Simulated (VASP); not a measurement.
# Pt in VASP: single point with r2SCAN

Aim: the single point of Pt with r2SCAN.

Program: VASP 6.6.1. These are calculated values, not measurements. Logs are shortened: lines on timing, memory, paths and dates and some standing lists are left out, and cuts for length are marked.

### Step 1. The cell of the first run

The cell holds a slab with vacuum, 6 atoms: a = 2.775 Å, b = 2.775 Å, c = 28.328 Å, α = 90.00°, β = 90.00°, γ = 60.00°.

### Step 2. Single point, r2SCAN

File POSCAR:

```
Pt
1.0
    2.7746870094      0.0000000000      0.0000000000
    1.3873435047      2.4029494377      0.0000000000
    0.0000000000      0.0000000000     28.3276122815
Pt
6
Direct
    0.0000000000      0.0000000000      0.2976031871
    0.3333333333      0.3333333333      0.3793897492
    0.6666666667      0.6666666667      0.4599031256
    0.0000000000      0.0000000000      0.5400968703
    0.3333333333      0.3333333333      0.6206102522
    0.6666666667      0.6666666667      0.7023968155
```

File INCAR.step1:

```
SYSTEM = Pt
  PREC = Accurate
  ENCUT = 520
  ISMEAR = 0
  SIGMA = 0.1
  LREAL = .FALSE.
  LASPH = .TRUE.
  NELM = 100
  LDIPOL = .TRUE.
  IDIPOL = 3
  DIPOL = 0.5 0.5 0.500
  NBANDS = 39
  GGA = PE
  ALGO = Normal
  EDIFF = 1E-4
  LWAVE = .TRUE.
  LCHARG = .FALSE.
```

File INCAR.step2:

```
SYSTEM = Pt
  PREC = Accurate
  ENCUT = 520
  EDIFF = 1E-6
  ISMEAR = 0
  SIGMA = 0.1
  LREAL = .FALSE.
  LASPH = .TRUE.
  NELM = 100
  ALGO = Normal
  ISIF = 2
  LWAVE = .FALSE.
  LCHARG = .FALSE.
  LDIPOL = .TRUE.
  IDIPOL = 3
  DIPOL = 0.5 0.5 0.500
  METAGGA = R2SCAN
  LMIXTAU = .TRUE.
  NBANDS = 39
  ISTART = 1
```

File KPOINTS:

```
regular mesh
0
G
  18 18 1
  0 0 0
```

Potentials or basis: VASP PAW PBE potentials, release 64 (Pt).

Started as:

```console
> cat potpaw_PBE.64/Pt/POTCAR > POTCAR
> cp INCAR.step1 INCAR
> mpirun -np 1 vasp_std > vasp.out
> cp INCAR.step2 INCAR
> mpirun -np 1 vasp_std > vasp.out
```

OUTCAR:

```text
SYSTEM = Pt
   PREC = Accurate
   ENCUT = 520
   EDIFF = 1E-6
   ISMEAR = 0
   LREAL = .FALSE.
   LASPH = .TRUE.
   NELM = 100
   ISIF = 2
   METAGGA = R2SCAN
   ISTART = 1

 ion  position               nearest neighbor table
   1  0.000  0.000  0.298-   2 2.82   2 2.82   2 2.82
   2  0.333  0.333  0.379-   3 2.79   3 2.79   3 2.79   1 2.82   1 2.82   1 2.82
   3  0.667  0.667  0.460-   4 2.78   4 2.78   4 2.78   2 2.79   2 2.79   2 2.79
   4  0.000  0.000  0.540-   3 2.78   3 2.78   3 2.78   5 2.79   5 2.79   5 2.79
   5  0.333  0.333  0.621-   4 2.79   4 2.79   4 2.79   6 2.82   6 2.82   6 2.82
   6  0.667  0.667  0.702-   5 2.82   5 2.82   5 2.82

  LATTYP: Found a hexagonal cell.
 ALAT       =     2.7746870094
 C/A-ratio  =    10.2093000708

  Lattice vectors:

 A1 = (  -1.3873435047,  -2.4029494377,   0.0000000000)
 A2 = (   2.7746870094,   0.0000000000,   0.0000000000)
 A3 = (   0.0000000000,   0.0000000000,  28.3276122815)

Analysis of symmetry for initial positions (statically):
=====================================================================
 Subroutine PRICEL returns:
 Original cell was already a primitive cell.

 Routine SETGRP: Setting up the symmetry group for a
 hexagonal supercell.

 Subroutine GETGRP returns: Found 12 space group operations
 (whereof  6 operations were pure point group operations)
 out of a pool of 24 trial point group operations.

The static configuration has the point symmetry C_3v.
 The point group associated with its full space group is D_3d.

Analysis of symmetry for dynamics (positions and initial velocities):
=====================================================================
 Subroutine PRICEL returns:
 Original cell was already a primitive cell.

 Routine SETGRP: Setting up the symmetry group for a
 hexagonal supercell.

 Subroutine GETGRP returns: Found 12 space group operations
 (whereof  6 operations were pure point group operations)
 out of a pool of 24 trial point group operations.

The dynamic configuration has the point symmetry C_3v.
 The point group associated with its full space group is D_3d.

 Subroutine INISYM returns: Found 12 space group operations
 (whereof  6 operations are pure point group operations),
 and found     1 'primitive' translations

----------------------------------------------------------------------------------------

[... 108 lines left out ...]
   POTIM  = 0.5000    time-step for ionic-motion
   TEBEG  =    0.0;   TEEND  =   0.0 temperature during run
   PSTRESS=    0.0 pullay stress
   NELECT =      60.0000    total number of electrons
   NUPDOWN=      -1.0000    fix difference up-down
   EMIN   =  10.00;   EMAX   =-10.00  energy-range for DOS
   EFERMI =   0.00;   METHOD = LEGACY
   ISMEAR =     0;   SIGMA  =   0.10  broadening in eV -4-tet -1-fermi 0-gaus
   EFERMI_NEDOS =   21; number of points for ismear=-14 and -15
   IALGO  =     38    algorithm
   IMIX   =      4    mixing-type and parameters
     AMIX     =   0.40;   BMIX     =  1.00
     AMIX_MAG =   1.60;   BMIX_MAG =  1.00
  volume/ion in A,a.u.               =      31.48       212.43
  Fermi-wavevector in a.u.,A,eV,Ry     =   1.117041  2.110901 16.977080  1.247780
  Thomas-Fermi vector in A             =   2.253660
   LORBIT       =      0    0 simple, 1 ext, 2 COOP (PROOUT), +10 PAW based schemes
   METAGGA = R2SCAN    functional components
   LHFCALC =     F    Hartree Fock is set to
   AEXX    =    0.0000 exact exchange contribution
   IVDW    =     0    specifies the selected vdW correction
   LEPSILON=     F    determine dielectric tensor
   LRPA    =     F    only Hartree local field effects (RPA)
 non-spin polarized calculation
 Gauss-broadening in eV      SIGMA  =   0.10
  energy-cutoff  :      520.00
  volume of cell :      188.87
 maximum number of plane-waves:      5123
 NGX is ok and might be reduce to    24
   NGX = 11   NGY = 11   NGZ =105

 number of electron      60.0000002 magnetization

 dipolmoment           0.000000      0.000000      0.000002 electrons x Angstroem

 Free energy of the ion-electron system (eV)
  ---------------------------------------------------
  ext. energy  EPLUGINS =         0.00000000
  ---------------------------------------------------
  free energy    TOTEN  =      -307.67229665 eV

  energy without entropy =     -307.61782474  energy(sigma->0) =     -307.64506070

 E-fermi :   2.2040     XC(G=0):  -7.6257

 val. band max:        2.1885404226   @ k =   0.0556   0.0000   0.0000
 cond. band min:       2.2062085131   @ k =   0.1111   0.0000   0.0000
 fundamental gap:      0.0176680905
 Fermi energy:         2.2040173245

 k-point     1 :       0.0000    0.0000    0.0000
  band No.  band energies     occupation
      1      -7.9015      2.00000
      2      -7.0882      2.00000
      3      -6.1519      2.00000
      4      -5.4620      2.00000
      5      -5.0626      2.00000
      6      -5.0192      2.00000
[... 997 lines left out ...]
     38       8.7922      0.00000
     39       9.2733      0.00000

 [... further k-points ...]

------------------------ aborting loop because EDIFF is reached ----------------------------------------

 vacuum level on the upper side and lower side of the slab       (xc-potential included)        -0.083        -0.083

  FORCE on cell =-STRESS in cart. coord.  units (eV):
  Direction    XX          YY          ZZ          XY          YZ          ZX
  --------------------------------------------------------------------------------------
  -------------------------------------------------------------------------------------
  Total       -3.9449801     -3.9449801      0.1978712      0.0000000      0.0000000     -0.0000000
  in kB      -33.4646893    -33.4646893      1.6785122      0.0000000      0.0000000     -0.0000000
  external PRESSURE =     -21.7502888 kB  Pullay stress =       0.0000000 kB

 VOLUME and BASIS-vectors are now :
 -----------------------------------------------------------------------------
  energy-cutoff  :      520.00
  volume of cell :      188.87
      direct lattice vectors                 reciprocal lattice vectors
     2.774687009  0.000000000  0.000000000     0.360401010 -0.208077620  0.000000000
     1.387343505  2.402949438  0.000000000     0.000000000  0.416155240  0.000000000
     0.000000000  0.000000000 28.327612281     0.000000000  0.000000000  0.035301246

 POSITION                                       TOTAL-FORCE (eV/Angst)
 -----------------------------------------------------------------------------------
      0.00000      0.00000      8.43039         0.000000     -0.000000     -0.015153
      1.38734      0.80098     10.74721         0.000000      0.000000     -0.007934
      2.77469      1.60197     13.02796        -0.000000     -0.000000     -0.005110
      0.00000      0.00000     15.29965         0.000000      0.000000      0.005110
      1.38734      0.80098     17.58041        -0.000000     -0.000000      0.007934
      2.77469      1.60197     19.89722        -0.000000      0.000000      0.015153
 -----------------------------------------------------------------------------------
    total drift:                               -0.000000     -0.000000      0.000230

  FREE ENERGIE OF THE ION-ELECTRON SYSTEM (eV)
  ---------------------------------------------------
  free  energy   TOTEN  =      -307.6722966526 eV

  energy  without entropy=     -307.6178247395  energy(sigma->0) =     -307.64506070

 vacuum level on the upper side and lower side of the slab         7.910         7.910
```

It took 20 min on 1 thread of Intel Xeon Platinum 8488C (Sapphire Rapids), shared host; peak memory 0.46 GiB.

Results:

| Property | Result |
| --- | --- |
| Free energy | -307.6723 eV |
| Largest force | 0.015 eV/Å |
| Band gap on the k mesh | zero (band 30 reaches 2.86 eV, above the bottom of band 31 at 1.24 eV) |

Forces in eV/Å, atoms in the order of the input:
```
Pt   0.000  0.000 -0.015
Pt   0.000  0.000 -0.008
Pt   0.000  0.000 -0.005
Pt   0.000  0.000  0.005
Pt   0.000  0.000  0.008
Pt   0.000  0.000  0.015
```

Caveat: the PAW data sets were made with another functional, which shifts forces and pressure a little; spin-orbit coupling is left out, which moves the levels of the heavy elements.
